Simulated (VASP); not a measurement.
# CaIn2As2 in VASP: single point with revPBE

Aim: the single point of CaIn2As2 with revPBE.

All numbers are computed with VASP 6.6.1; they aren't measurements. Logs are shortened: lines on timing, memory, paths and dates and some standing lists are left out, and cuts for length are marked.

**1. The cell of the first run**

The cell holds a disordered packing, 10 atoms: a = 6.547 Å, b = 7.087 Å, c = 6.482 Å, α = 94.72°, β = 99.34°, γ = 99.88°.

**2. Single point, revPBE**

POSCAR

```
CaIn2As2
1.0
    6.5064790000      0.2756220000      0.6687030000
   -1.4762900000      6.9202820000     -0.3893420000
   -1.6763140000     -0.5530490000      6.2373010000
In As Ca
4 4 2
Direct
    0.3471020000      0.8893890000      0.7005600000
    0.7427390000      0.5373120000      0.3402510000
    0.0522570000      0.5136640000      0.7413750000
    0.2842050000      0.5433180000      0.3670330000
    0.4961480000      0.1951410000      0.4589470000
    0.6452350000      0.1432630000      0.0484510000
    0.7541140000      0.7763940000      0.7422670000
    0.0194460000      0.7591250000      0.1156960000
    0.1615000000      0.1719240000      0.0111090000
    0.9476390000      0.0787960000      0.4634280000
```

INCAR.step1

```
ALGO = Normal
EDIFF = 1E-6
ENCUT = 520
GGA = RE
ISIF = 2
ISMEAR = 0
LASPH = True
LCHARG = True
LREAL = False
LWAVE = False
NBANDS = 57
NELM = 80
PREC = Accurate
SIGMA = 0.1946
```

KPOINTS.step1

```
Automatic mesh
0
Gamma
  3 3 3
  0 0.5 0
```

INCAR.step2

```
ALGO = Normal
EDIFF = 1E-6
ENCUT = 520
GGA = RE
ICHARG = 11
ISIF = 2
ISMEAR = -5
LASPH = True
LCHARG = False
LORBIT = 11
LREAL = False
LWAVE = False
NEDOS = 1001
NELM = 80
PREC = Accurate
SIGMA = 0.1946
```

KPOINTS.step2

```
k-points
0
Gamma
  5 5 5
```

Potentials or basis: VASP PAW PBE potentials, release 64 (In_d, As, Ca_sv).

Command:

```console
cat potpaw_PBE.64/In_d/POTCAR potpaw_PBE.64/As/POTCAR potpaw_PBE.64/Ca_sv/POTCAR > POTCAR
cp INCAR.step1 INCAR
cp KPOINTS.step1 KPOINTS
mpirun -np 1 vasp_std > vasp.out
cp INCAR.step2 INCAR
cp KPOINTS.step2 KPOINTS
mpirun -np 1 vasp_std > vasp.out
```

OUTCAR:

```text
EDIFF = 1E-6
   ENCUT = 520
   GGA = RE
   ICHARG = 11
   ISIF = 2
   ISMEAR = -5
   LASPH = True
   LORBIT = 11
   LREAL = False
   NELM = 80
   PREC = Accurate

 ion  position               nearest neighbor table
   1  0.347  0.889  0.701-   7 2.89   5 2.90   6 2.97   4 3.06   3 3.07   9 3.24  10 3.35
   2  0.743  0.537  0.340-   8 2.85   5 2.91   7 2.97   4 3.04   3 3.06   6 3.15   4 3.51
   3  0.052  0.514  0.741-   7 2.92   8 2.93   2 3.06   1 3.07   4 3.07   9 3.21  10 3.34
   4  0.284  0.543  0.367-   8 2.90   2 3.04   1 3.06   3 3.07   5 3.08   9 3.25   2 3.51
   5  0.496  0.195  0.459-   1 2.90   2 2.91   4 3.08
   6  0.645  0.143  0.048-   1 2.97   2 3.15
   7  0.754  0.776  0.742-   8 2.77   1 2.89   3 2.92   2 2.97
   8  0.019  0.759  0.116-   7 2.77   2 2.85   4 2.90   3 2.93
   9  0.161  0.172  0.011-   3 3.21   1 3.24   4 3.25
  10  0.948  0.079  0.463-   3 3.34   1 3.35

  LATTYP: Found a triclinic cell.
 ALAT       =     7.0867003829
 B/A-ratio  =     2.3424855577
 C/A-ratio  =     0.9147090993
 COS(alpha) =     0.0062588983
 COS(beta)  =     0.0823061709
 COS(gamma) =     0.9214430325

  Lattice vectors:

 A1 = (   1.4762900000,  -6.9202820000,   0.3893420000)
 A2 = (   9.4590590000, -13.5649420000,   1.4473870000)
 A3 = (  -1.6763140000,  -0.5530490000,   6.2373010000)

Analysis of symmetry for initial positions (statically):
=====================================================================
 Subroutine PRICEL returns:
 Original cell was already a primitive cell.

 Routine SETGRP: Setting up the symmetry group for a
 triclinic supercell.

 Subroutine GETGRP returns: Found  1 space group operations
 (whereof  1 operations were pure point group operations)
 out of a pool of  2 trial point group operations.

The static configuration has the point symmetry C_1 .

Analysis of symmetry for dynamics (positions and initial velocities):
=====================================================================
 Subroutine PRICEL returns:
 Original cell was already a primitive cell.

 Routine SETGRP: Setting up the symmetry group for a
 triclinic supercell.

 Subroutine GETGRP returns: Found  1 space group operations
 (whereof  1 operations were pure point group operations)
 out of a pool of  2 trial point group operations.

The dynamic configuration has the point symmetry C_1 .

 Subroutine INISYM returns: Found  1 space group operations
 (whereof  1 operations are pure point group operations),
 and found     1 'primitive' translations

----------------------------------------------------------------------------------------

                                     Primitive cell

  volume of cell :     290.4650

  direct lattice vectors                    reciprocal lattice vectors
     6.506479000  0.275622000  0.668703000     0.147861374  0.033948062  0.042748784
    -1.476290000  6.920282000 -0.389342000    -0.007191788  0.143576065  0.010797764
    -1.676314000 -0.553049000  6.237301000    -0.016301187  0.005322658  0.156416659

  length of vectors
     6.546556359  7.086700383  6.482269324     0.157616355  0.144161021  0.157353839

  position of ions in fractional coordinates (direct lattice)
     0.347102000  0.889389000  0.700560000
     0.742739000  0.537312000  0.340251000
     0.052257000  0.513664000  0.741375000
     0.284205000  0.543318000  0.367033000
     0.496148000  0.195141000  0.458947000
     0.645235000  0.143263000  0.048451000
     0.754114000  0.776394000  0.742267000
     0.019446000  0.759125000  0.115696000
     0.161500000  0.171924000  0.011109000
     0.947639000  0.078796000  0.463428000

  ion indices of the primitive-cell ions
   primitive index   ion index
                 1           1
                 2           2
                 3           3
                 4           4
                 5           5
                 6           6
                 7           7
                 8           8
                 9           9
                10          10

----------------------------------------------------------------------------------------

 KPOINTS: k-points

Automatic generation of k-mesh.
 Grid dimensions read from file:
 generate k-points for:    5    5    5

 Generating k-lattice:

  Cartesian coordinates                     Fractional coordinates (reciprocal lattice)
     0.029572275  0.006789612  0.008549757     0.200000000 -0.000000000 -0.000000000
    -0.001438358  0.028715213  0.002159553    -0.000000000  0.200000000  0.000000000
    -0.003260237  0.001064532  0.031283332    -0.000000000  0.000000000  0.200000000

  Length of vectors
     0.031523271  0.028832204  0.031470768

  Shift w.r.t. Gamma in fractional coordinates (k-lattice)
     0.000000000  0.000000000  0.000000000

 TETIRR: Found    372 inequivalent tetrahedra from      750

 Subroutine IBZKPT returns following result:
 ===========================================

 Found     63 irreducible k-points:

 Following reciprocal coordinates:
            Coordinates               Weight
  0.000000  0.000000  0.000000      1.000000
  0.200000 -0.000000 -0.000000      2.000000
  0.400000  0.000000 -0.000000      2.000000
  0.000000  0.200000 -0.000000      2.000000
  0.200000  0.200000 -0.000000      2.000000
  0.400000  0.200000 -0.000000      2.000000
[... 16 lines left out ...]
 -0.200000  0.200000  0.200000      2.000000
  0.000000  0.400000  0.200000      2.000000
 [... further k-points ...]
   k-points           NKPTS =     63   k-points in BZ     NKDIM =     63   number of bands    NBANDS=     55
   number of dos      NEDOS =   1001   number of ions     NIONS =     10
   total plane-waves  NPLWV = 129600
   dimension x,y,z NGX =    50 NGY =   54 NGZ =   48
   dimension x,y,z NGXF=   100 NGYF=  108 NGZF=   96
   ions per type =               4   4   2
   NGX,Y,Z   is equivalent  to a cutoff of  12.70, 12.67, 12.31 a.u.
   NGXF,Y,Z  is equivalent  to a cutoff of  25.39, 25.34, 24.62 a.u.
 SYSTEM =  unknown system
   PREC   = accura    normal or accurate (medium, high low for compatibility)
   ISTART =      0    job   : 0-new  1-cont  2-samecut
   ICHARG =     11    charge: 1-file 2-atom 10-const
   ISPIN  =      1    spin polarized calculation?
   LNONCOLLINEAR =      F non collinear calculations
   LSORBIT =      F    spin-orbit coupling
   LASPH  =      T    aspherical Exc in radial PAW
   ENCUT  =  520.0 eV  38.22 Ry    6.18 a.u.  12.17 13.18 12.05*2*pi/ulx,y,z
   NELM   =     80;   NELMIN=  2; NELMDL=  0     # of ELM steps
   EDIFF  = 0.1E-05   stopping-criterion for ELM
   LREAL  =      F    real-space projection
[... 7 lines left out ...]
   TEBEG  =    0.0;   TEEND  =   0.0 temperature during run
   PSTRESS=    0.0 pullay stress
   NELECT =      92.0000    total number of electrons
   NUPDOWN=      -1.0000    fix difference up-down
   EMIN   =  10.00;   EMAX   =-10.00  energy-range for DOS
   EFERMI =   0.00;   METHOD = LEGACY
   ISMEAR =    -5;   SIGMA  =   0.19  broadening in eV -4-tet -1-fermi 0-gaus
   EFERMI_NEDOS =   21; number of points for ismear=-14 and -15
   IALGO  =     38    algorithm
   IMIX   =      4    mixing-type and parameters
     AMIX     =   0.40;   BMIX     =  1.00
     AMIX_MAG =   1.60;   BMIX_MAG =  1.00
  volume/ion in A,a.u.               =      29.05       196.02
  Fermi-wavevector in a.u.,A,eV,Ry     =   1.115937  2.108814 16.943530  1.245314
  Thomas-Fermi vector in A             =   2.252546
   LORBIT       =     11    0 simple, 1 ext, 2 COOP (PROOUT), +10 PAW based schemes
   GGA     = RE    functional components
   LHFCALC =     F    Hartree Fock is set to
   AEXX    =    0.0000 exact exchange contribution
   IVDW    =     0    specifies the selected vdW correction
   LEPSILON=     F    determine dielectric tensor
   LRPA    =     F    only Hartree local field effects (RPA)
 non-spin polarized calculation
 Fermi weights with tetrahedron method with Bloechl corrections
  energy-cutoff  :      520.00
  volume of cell :      290.47
 maximum number of plane-waves:      7848
 NGX is ok and might be reduce to    50

 number of electron      91.9999993 magnetization

 Free energy of the ion-electron system (eV)
  ---------------------------------------------------
  ext. energy  EPLUGINS =         0.00000000
  ---------------------------------------------------
  free energy    TOTEN  =       -31.20933418 eV

  energy without entropy =      -31.20933418  energy(sigma->0) =      -31.20933418

 E-fermi :   4.2909     XC(G=0):  -8.9541

 val. band max:        4.3624895082   @ k =  -0.4000   0.2000   0.2000
 cond. band min:       4.2207714243   @ k =   0.0000  -0.4000   0.2000
 fundamental gap:     -0.1417180839
 Fermi energy:         4.2909260466

 k-point     1 :       0.0000    0.0000    0.0000
  band No.  band energies     occupation
      1     -37.2659      2.00000
      2     -37.2317      2.00000
      3     -18.3427      2.00000
      4     -18.2610      2.00000
      5     -18.2223      2.00000
      6     -18.1934      2.00000
[... 47 lines left out ...]
     54       7.0307      0.00000
[... 1333 lines left out ...]
     54       6.7306      0.00000
     55       6.8642      0.00000

 [... further k-points ...]

------------------------ aborting loop because EDIFF is reached ----------------------------------------

  FORCE on cell =-STRESS in cart. coord.  units (eV):
  Direction    XX          YY          ZZ          XY          YZ          ZX
  --------------------------------------------------------------------------------------
  -------------------------------------------------------------------------------------
  Total       -3.8829540      0.9927040     -0.0496853     -0.9800881     -0.8490508      0.1542547
  in kB      -21.4180041      5.4756607     -0.2740593     -5.4060726     -4.6832830      0.8508540
  external PRESSURE =      -5.4054676 kB  Pullay stress =       0.0000000 kB

 VOLUME and BASIS-vectors are now :
 -----------------------------------------------------------------------------
  energy-cutoff  :      520.00
  volume of cell :      290.47
      direct lattice vectors                 reciprocal lattice vectors
     6.506479000  0.275622000  0.668703000     0.147861374  0.033948062  0.042748784
    -1.476290000  6.920282000 -0.389342000    -0.007191788  0.143576065  0.010797764
    -1.676314000 -0.553049000  6.237301000    -0.016301187  0.005322658  0.156416659

 POSITION                                       TOTAL-FORCE (eV/Angst)
 -----------------------------------------------------------------------------------
     -0.22894      5.86305      4.25544         0.601196      0.197702      0.229015
      3.46902      3.73489      2.40972         0.048813      0.071121     -0.689936
     -1.66109      3.15909      4.45913        -0.306328     -0.113715      0.485664
      0.43182      3.63526      2.26781         0.207487      0.155717      0.179745
      2.17075      1.23336      3.11839        -0.041073     -0.281579     -0.725823
      3.90549      1.14247      0.67790        -0.413836      0.283034      0.816519
      2.51617      5.17021      4.83174         0.432121      0.461062      0.293235
     -1.18811      5.19473      0.43908        -0.241225      0.013906     -0.535063
      0.77836      1.22813      0.11035         0.180513     -0.464650      0.318103
      5.27262      0.55018      3.49355        -0.467668     -0.322599     -0.371459
 -----------------------------------------------------------------------------------
    total drift:                                0.002917     -0.012047     -0.004992

  FREE ENERGIE OF THE ION-ELECTRON SYSTEM (eV)
  ---------------------------------------------------
  free  energy   TOTEN  =       -31.2093341844 eV

  energy  without entropy=      -31.2093341844  energy(sigma->0) =      -31.20933418

 total charge

# of ion       s       p       d       tot
------------------------------------------
    1        0.961   0.558   9.848  11.367
    2        0.919   0.529   9.864  11.313
    3        0.977   0.558   9.845  11.379
    4        0.989   0.515   9.847  11.351
    5        1.286   1.342   0.018   2.646
    6        1.278   1.341   0.013   2.632
    7        1.285   1.364   0.022   2.671
    8        1.272   1.390   0.023   2.684
    9        2.046   5.841   0.238   8.126
   10        2.043   5.841   0.232   8.116
--------------------------------------------------
tot         13.055  19.280  39.949  72.285
```

Wall time 38 min (1 thread of Intel Xeon 8259CL, shared host); peak memory 0.92 GiB.

Results:

```
Valence electrons inside the program's atomic spheres : In 11.37, 11.31, 11.38, 11.35; As 2.65, 2.63, 2.67, 2.68; Ca 8.13, 8.12
```

Levels at points of the mesh, in eV from the Fermi level:
```csv
k point,band 42,band 43,band 44,band 45,band 46,band 47,band 48,band 49,band 50,band 51
"(0.00, 0.00, 0.00)",-1.80,-1.40,-1.08,-0.90,-0.31,-0.18,0.38,0.56,1.23,1.30
```

Caveat: the PAW data sets were made with another functional, which shifts forces and pressure a little; spin-orbit coupling is left out, which moves the levels of the heavy elements.
